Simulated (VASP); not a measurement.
# InAs (Fm-3m) in VASP: a series of runs

InAs is run at these levels: PBE; tasks: single point.

Program: VASP 6.6.1. These are calculated values, not measurements. Logs are shortened: lines on timing, memory, paths and dates and some standing lists are left out, and cuts for length are marked.

### Step 1. The cell of the first run

Symmetry: Fm-3m, No. 225, cubic system. The conventional cell has a = 5.683 Å, b = 5.683 Å, c = 5.683 Å, α = 90.00°, β = 90.00°, γ = 90.00°. Within 3.7 Å of In (site symmetry m-3m) lie 6 As at 2.84 Å. Within 3.7 Å of As (site symmetry m-3m) lie 6 In at 2.84 Å.

### Step 2. Single point, PBE, collinear spin

INCAR

```
SYSTEM = InAs
ALGO = Normal
EDIFF = 1E-6
ENCUT = 500
GGA = PE
GGA_COMPAT = .FALSE.
ISIF = 2
ISMEAR = -1
ISPIN = 2
LASPH = .TRUE.
LCHARG = .TRUE.
LELF = .TRUE.
LORBIT = 11
LREAL = .FALSE.
LVHAR = .TRUE.
LWAVE = .FALSE.
MAGMOM = 0 0.06
NBANDS = 20
NELM = 200
PREC = Accurate
SIGMA = 0.02
```

KPOINTS

```
k-points
0
G
  6 6 6
  0 0 0
```

POSCAR

```
InAs
1.0
    0.0000000000      2.8414337288      2.8414337288
    2.8414337288      0.0000000000      2.8414337288
    2.8414337288      2.8414337288      0.0000000000
In As
1 1
Direct
    0.0000000000      0.0000000000      0.0000000000
    0.5000000000      0.5000000000      0.5000000000
```

Potentials or basis: VASP PAW PBE potentials, release 64 (In_d, As).

Launch:

```
cat potpaw_PBE.64/In_d/POTCAR potpaw_PBE.64/As/POTCAR > POTCAR
mpirun -np 1 vasp_std > vasp.out
```

OUTCAR:

```text
SYSTEM = InAs
   EDIFF = 1E-6
   ENCUT = 500
   GGA = PE
   ISIF = 2
   ISMEAR = -1
   ISPIN = 2
   LASPH = .TRUE.
   LORBIT = 11
   LREAL = .FALSE.
   NELM = 200
   PREC = Accurate

 ion  position               nearest neighbor table
   1  0.000  0.000  0.000-   2 2.84   2 2.84   2 2.84   2 2.84   2 2.84   2 2.84
   2  0.500  0.500  0.500-   1 2.84   1 2.84   1 2.84   1 2.84   1 2.84   1 2.84

  LATTYP: Found a face centered cubic cell.
 ALAT       =     5.6828674576

  Lattice vectors:

 A1 = (   0.0000000000,   2.8414337288,   2.8414337288)
 A2 = (   2.8414337288,   0.0000000000,   2.8414337288)
 A3 = (   2.8414337288,   2.8414337288,   0.0000000000)

Analysis of symmetry for initial positions (statically):
=====================================================================
 Subroutine PRICEL returns:
 Original cell was already a primitive cell.

 Routine SETGRP: Setting up the symmetry group for a
 face centered cubic supercell.

 Subroutine GETGRP returns: Found 48 space group operations
 (whereof 48 operations were pure point group operations)
 out of a pool of 48 trial point group operations.

The static configuration has the point symmetry O_h .

Analysis of symmetry for dynamics (positions and initial velocities):
=====================================================================
 Subroutine PRICEL returns:
 Original cell was already a primitive cell.

 Routine SETGRP: Setting up the symmetry group for a
 face centered cubic supercell.

 Subroutine GETGRP returns: Found 48 space group operations
 (whereof 48 operations were pure point group operations)
 out of a pool of 48 trial point group operations.

The dynamic configuration has the point symmetry O_h .

Analysis of structural, dynamic, and magnetic symmetry:
=====================================================================
 Subroutine PRICEL returns:
 Original cell was already a primitive cell.

 Routine SETGRP: Setting up the symmetry group for a
 face centered cubic supercell.

 Subroutine GETGRP returns: Found 48 space group operations
 (whereof 48 operations were pure point group operations)
 out of a pool of 48 trial point group operations.

The overall configuration has the point symmetry O_h .

 Subroutine INISYM returns: Found 48 space group operations
 (whereof 48 operations are pure point group operations),
 and found     1 'primitive' translations

----------------------------------------------------------------------------------------

                                     Primitive cell

  volume of cell :      45.8820

  direct lattice vectors                    reciprocal lattice vectors
     0.000000000  2.841433729  2.841433729    -0.175967504  0.175967504  0.175967504
     2.841433729  0.000000000  2.841433729     0.175967504 -0.175967504  0.175967504
     2.841433729  2.841433729  0.000000000     0.175967504  0.175967504 -0.175967504

  length of vectors
     4.018394116  4.018394116  4.018394116     0.304784657  0.304784657  0.304784657

  position of ions in fractional coordinates (direct lattice)
     0.000000000  0.000000000  0.000000000
     0.500000000  0.500000000  0.500000000

  ion indices of the primitive-cell ions
   primitive index   ion index
                 1           1
                 2           2

----------------------------------------------------------------------------------------

 KPOINTS: k-points

Automatic generation of k-mesh.
 Grid dimensions read from file:
 generate k-points for:    6    6    6

 Generating k-lattice:

  Cartesian coordinates                     Fractional coordinates (reciprocal lattice)
    -0.029327917  0.029327917  0.029327917     0.166666667  0.000000000  0.000000000
     0.029327917 -0.029327917  0.029327917     0.000000000  0.166666667  0.000000000
     0.029327917  0.029327917 -0.029327917     0.000000000  0.000000000  0.166666667

  Length of vectors
     0.050797443  0.050797443  0.050797443

  Shift w.r.t. Gamma in fractional coordinates (k-lattice)
     0.000000000  0.000000000  0.000000000

 Subroutine IBZKPT returns following result:
 ===========================================

 Found     16 irreducible k-points:

 Following reciprocal coordinates:
            Coordinates               Weight
  0.000000  0.000000  0.000000      1.000000
  0.166667  0.000000  0.000000      8.000000
  0.333333  0.000000  0.000000      8.000000
  0.500000  0.000000  0.000000      4.000000
  0.166667  0.166667  0.000000      6.000000
  0.333333  0.166667  0.000000     24.000000
[... 8 lines left out ...]
 -0.333333  0.333333  0.166667     24.000000
 -0.333333  0.500000  0.166667     12.000000
   k-points           NKPTS =     16   k-points in BZ     NKDIM =     16   number of bands    NBANDS=     20
   number of dos      NEDOS =    301   number of ions     NIONS =      2
   total plane-waves  NPLWV =  27000
   dimension x,y,z NGX =    30 NGY =   30 NGZ =   30
   dimension x,y,z NGXF=    60 NGYF=   60 NGZF=   60
   ions per type =               1   1
   NGX,Y,Z   is equivalent  to a cutoff of  12.41, 12.41, 12.41 a.u.
   NGXF,Y,Z  is equivalent  to a cutoff of  24.82, 24.82, 24.82 a.u.
 SYSTEM =  InAs
   PREC   = accura    normal or accurate (medium, high low for compatibility)
   ISTART =      0    job   : 0-new  1-cont  2-samecut
   ICHARG =      2    charge: 1-file 2-atom 10-const
   ISPIN  =      2    spin polarized calculation?
   LNONCOLLINEAR =      F non collinear calculations
   LSORBIT =      F    spin-orbit coupling
   LASPH  =      T    aspherical Exc in radial PAW
   ENCUT  =  500.0 eV  36.75 Ry    6.06 a.u.   7.33  7.33  7.33*2*pi/ulx,y,z
   NELM   =    200;   NELMIN=  2; NELMDL= -5     # of ELM steps
   EDIFF  = 0.1E-05   stopping-criterion for ELM
   LREAL  =      F    real-space projection
   EDIFFG = 0.1E-04   stopping-criterion for IOM
   NSW    =      0    number of steps for IOM
   IBRION =     -1    ionic relax: 0-MD 1-quasi-New 2-CG
   NFREE  =      0    steps in history (QN), initial steepest desc. (CG)
   ISIF   =      2    stress and relaxation
   ISYM   =      2    0-nonsym 1-usesym 2-fastsym
   POTIM  = 0.5000    time-step for ionic-motion
   TEBEG  =    0.0;   TEEND  =   0.0 temperature during run
   PSTRESS=    0.0 pullay stress
   NELECT =      18.0000    total number of electrons
   NUPDOWN=      -1.0000    fix difference up-down
   EMIN   =  10.00;   EMAX   =-10.00  energy-range for DOS
   EFERMI =   0.00;   METHOD = LEGACY
   ISMEAR =    -1;   SIGMA  =   0.02  broadening in eV -4-tet -1-fermi 0-gaus
   EFERMI_NEDOS =   21; number of points for ismear=-14 and -15
   IALGO  =     38    algorithm
   IMIX   =      4    mixing-type and parameters
     AMIX     =   0.40;   BMIX     =  1.00
     AMIX_MAG =   1.60;   BMIX_MAG =  1.00
  volume/ion in A,a.u.               =      22.94       154.81
  Fermi-wavevector in a.u.,A,eV,Ry     =   1.198445  2.264733 19.541648  1.436271
  Thomas-Fermi vector in A             =   2.334334
   LORBIT       =     11    0 simple, 1 ext, 2 COOP (PROOUT), +10 PAW based schemes
   GGA     = PE    functional components
   LHFCALC =     F    Hartree Fock is set to
   AEXX    =    0.0000 exact exchange contribution
   IVDW    =     0    specifies the selected vdW correction
   LEPSILON=     F    determine dielectric tensor
   LRPA    =     F    only Hartree local field effects (RPA)
 spin polarized calculation
  energy-cutoff  :      500.00
  volume of cell :       45.88
 maximum number of plane-waves:      1211
 NGX is ok and might be reduce to    30
   NGX = 15   NGY = 15   NGZ = 15

 number of electron      17.9999990 magnetization       0.0823492

 Free energy of the ion-electron system (eV)
  ---------------------------------------------------
  ext. energy  EPLUGINS =         0.00000000
  ---------------------------------------------------
  free energy    TOTEN  =        -7.33076450 eV

  energy without entropy =       -7.32764180  energy(sigma->0) =       -7.32920315

 E-fermi :   6.3632     XC(G=0): -10.2673

 val. band max:        6.3517304660   @ k =  -0.3333   0.1667   0.0000
 cond. band min:       6.4054920104   @ k =   0.3333   0.0000   0.0000
 fundamental gap:      0.0537615444
 Fermi energy:         6.3632186584

 spin component 1

 k-point     1 :       0.0000    0.0000    0.0000
  band No.  band energies     occupation
      1      -8.0146      1.00000
      2      -8.0146      1.00000
      3      -7.9910      1.00000
      4      -7.9910      1.00000
      5      -7.9910      1.00000
      6      -6.0325      1.00000
[... 12 lines left out ...]
     19      16.6624      0.00000
     20      19.5138      0.00000
[... 323 lines left out ...]
 k-point    16 :      -0.3333    0.5000    0.1667
  band No.  band energies     occupation
      1      -8.2622      1.00000
      2      -8.0097      1.00000
      3      -8.0035      1.00000
      4      -7.9379      1.00000
      5      -7.9018      1.00000
      6      -3.2749      1.00000
[... 12 lines left out ...]
     19      22.9213      0.00000
     20      22.9609      0.00000
 Fermi energy:         6.3632186584

 spin component 2

 k-point     1 :       0.0000    0.0000    0.0000
  band No.  band energies     occupation
      1      -8.0117      1.00000
      2      -8.0117      1.00000
      3      -7.9907      1.00000
      4      -7.9907      1.00000
      5      -7.9907      1.00000
      6      -5.9840      1.00000
[... 12 lines left out ...]
     19      16.7031      0.00000
     20      19.5184      0.00000
[... 323 lines left out ...]
 k-point    16 :      -0.3333    0.5000    0.1667
  band No.  band energies     occupation
      1      -8.2551      1.00000
      2      -8.0065      1.00000
      3      -8.0032      1.00000
      4      -7.9377      1.00000
      5      -7.9016      1.00000
      6      -3.2157      1.00000
[... 12 lines left out ...]
     19      22.9426      0.00000
     20      22.9961      0.00000

------------------------ aborting loop because EDIFF is reached ----------------------------------------

  FORCE on cell =-STRESS in cart. coord.  units (eV):
  Direction    XX          YY          ZZ          XY          YZ          ZX
  --------------------------------------------------------------------------------------
  -------------------------------------------------------------------------------------
  Total        0.7637857      0.7637857      0.7637857      0.0000000      0.0000000      0.0000000
  in kB       26.6710145     26.6710145     26.6710145      0.0000000      0.0000000      0.0000000
  external PRESSURE =      26.6710145 kB  Pullay stress =       0.0000000 kB

 VOLUME and BASIS-vectors are now :
 -----------------------------------------------------------------------------
  energy-cutoff  :      500.00
  volume of cell :       45.88
      direct lattice vectors                 reciprocal lattice vectors
     0.000000000  2.841433729  2.841433729    -0.175967504  0.175967504  0.175967504
     2.841433729  0.000000000  2.841433729     0.175967504 -0.175967504  0.175967504
     2.841433729  2.841433729  0.000000000     0.175967504  0.175967504 -0.175967504

 POSITION                                       TOTAL-FORCE (eV/Angst)
 -----------------------------------------------------------------------------------
      0.00000      0.00000      0.00000         0.000000      0.000000      0.000000
      2.84143      2.84143      2.84143         0.000000      0.000000     -0.000000
 -----------------------------------------------------------------------------------
    total drift:                               -0.000000      0.000000      0.000000

  FREE ENERGIE OF THE ION-ELECTRON SYSTEM (eV)
  ---------------------------------------------------
  free  energy   TOTEN  =        -7.3307645033 eV

  energy  without entropy=       -7.3276417972  energy(sigma->0) =       -7.32920315

 total charge

# of ion       s       p       d       tot
------------------------------------------
    1        0.879   0.583   9.884  11.346
    2        1.262   1.462   0.025   2.749
--------------------------------------------------
tot          2.141   2.045   9.909  14.095

 magnetization (x)

# of ion       s       p       d       tot
------------------------------------------
    1       -0.002   0.001   0.004   0.002
    2        0.001   0.041   0.000   0.042
--------------------------------------------------
tot         -0.002   0.042   0.004   0.044
```

Run time: 57 s. Hardware: 1 thread of Intel Xeon 8259CL, shared host; peak memory 0.19 GiB.

Results:

* Free energy: -7.3308 eV
* Pressure: 2.7 GPa
* Net moment: 0.08 μB per cell
* Site moments: In +0.00; As +0.04 μB
* Valence electrons inside the program's atomic spheres: In 11.35; As 2.75

Caveat: a moment this small can come from the mesh or the smearing; the structure was generated, so it needn't be the stable form of InAs; spin-orbit coupling is left out, which moves the levels of the heavy elements.

(Part 1 of 2 ends here.)
